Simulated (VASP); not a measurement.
Wanted: the native input for a VASP 6.6.1 run.

```yaml
Task: single point
Functional: PBE
Potentials_or_basis: VASP PAW PBE potentials, release 64 (Sb)
Cutoff: 520 eV
k_mesh: 8 × 8 × 8
Occupations: fermi-dirac, width 0.05 eV
Spin: no spin polarisation
Dipole_correction: no
Further_INCAR_settings: ALGO = Normal; EDIFF = 1e-06; NBANDS = 12
```

The structure of Sb lies in POSCAR:

```
Sb
1.0
    2.1411926110      1.2362181303      3.5977155045
   -2.1411926110      1.2362181303      3.5977155045
    0.0000000000     -2.4724362607      3.5977155045
Sb
2
Direct
    0.7620125172      0.7620125172      0.7620125172
    0.2379874828      0.2379874828      0.2379874828
```

One way to write it, as run:

INCAR

```
SYSTEM = Sb
  ALGO = Normal
  EDIFF = 1E-6
  ENCUT = 520
  GGA = PE
  ISIF = 2
  ISMEAR = -1
  LASPH = .TRUE.
  LCHARG = .FALSE.
  LREAL = .FALSE.
  LWAVE = .FALSE.
  NBANDS = 12
  NELM = 80
  PREC = Accurate
  SIGMA = 0.05
```

KPOINTS

```
k-points
0
G
  8 8 8
  0 0 0
```

Potentials or basis: VASP PAW PBE potentials, release 64 (Sb).

Command:

```sh
$ cat potpaw_PBE.64/Sb/POTCAR > POTCAR
$ mpirun -np 1 vasp_std > vasp.out
```

It gave:

| Property | Result |
| --- | --- |
| Pressure | 5.1 GPa |
| Largest force | 0.036 eV/Å |
| Band gap on the k mesh | zero (band 5 reaches 8.01 eV, above the bottom of band 6 at 7.71 eV) |

Caveat: spin-orbit coupling is left out, which moves the levels of the heavy elements.

It took 12 s on 1 thread of Intel(R) Xeon(R) Platinum 8559C (Emerald Rapids), on a shared host, peak memory 0.18 GiB.
